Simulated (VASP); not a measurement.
A run of VASP 6.6.1 is set up as follows.

INCAR

```
SYSTEM = Hf
PREC = Accurate ; ENCUT = 520
EDIFF = 1E-6 ; ISMEAR = 0
SIGMA = 0.05 ; LREAL = .False.
LASPH = .True. ; NELM = 60
ALGO = Normal ; ISIF = 2
LWAVE = .False. ; LCHARG = .False.
GGA = PE ; NBANDS = 17
```

Contents of KPOINTS:

```
regular mesh
0
Gamma
  8 8 4
  0 0 0
```

The input POSCAR:

```
Hf
1.0
    3.1979231299      0.0000000000      0.0000000000
   -1.5989615650      2.7694826699      0.0000000000
    0.0000000000      0.0000000000      5.0809899395
Hf
2
Direct
    0.3333333333      0.6666666667      0.7500000000
    0.6666666667      0.3333333333      0.2500000000
```

Potentials or basis: VASP PAW PBE potentials, release 64 (Hf_pv).

Launch:

```console
$ cat potpaw_PBE.64/Hf_pv/POTCAR > POTCAR
$ mpirun -np 1 vasp_std > vasp.out
```

Task: Predict the band gap on the k mesh.

Result: Zero (band 10 reaches 6.07 eV, above the bottom of band 11 at 4.62 eV).

Task: Predict the pressure.

Result: -0.4 GPa.

Stress tensor (GPa, compression positive):
```
-0.39  0.00  0.00
 0.00 -0.39  0.00
 0.00  0.00 -0.51
```

Caveat: spin-orbit coupling is left out, which moves the levels of the heavy elements.
